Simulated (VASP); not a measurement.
A run of VASP 6.6.1 is set up as follows.

INCAR

```
  ALGO = Normal
  EDIFF = 1E-7
  ENCUT = 520
  GGA = PE
  ISIF = 2
  ISMEAR = 0
  LASPH = T
  LCHARG = F
  LREAL = F
  LWAVE = F
  NBANDS = 16
  NELM = 100
  PREC = Accurate
  SIGMA = 0.1
```

File KPOINTS:

```
k-points
0
Gamma
  14 14 14
```

The input POSCAR:

```
Al2Au
1.0
    0.0000000000      3.0567672433      3.0567672433
    3.0567672433      0.0000000000      3.0567672433
    3.0567672433      3.0567672433      0.0000000000
Al Au
2 1
Direct
    0.5000000000      0.5000000000      0.5000000000
    0.7500000000      0.7500000000      0.7500000000
    0.0000000000      0.0000000000      0.0000000000
```

Potentials or basis: VASP PAW PBE potentials, release 64 (Al, Au).

Run with:

```bash
$ cat potpaw_PBE.64/Al/POTCAR potpaw_PBE.64/Au/POTCAR > POTCAR
$ mpirun -np 1 vasp_std > vasp.out
```

Question: What does it give for the pressure?

Answer: -0.1 GPa.
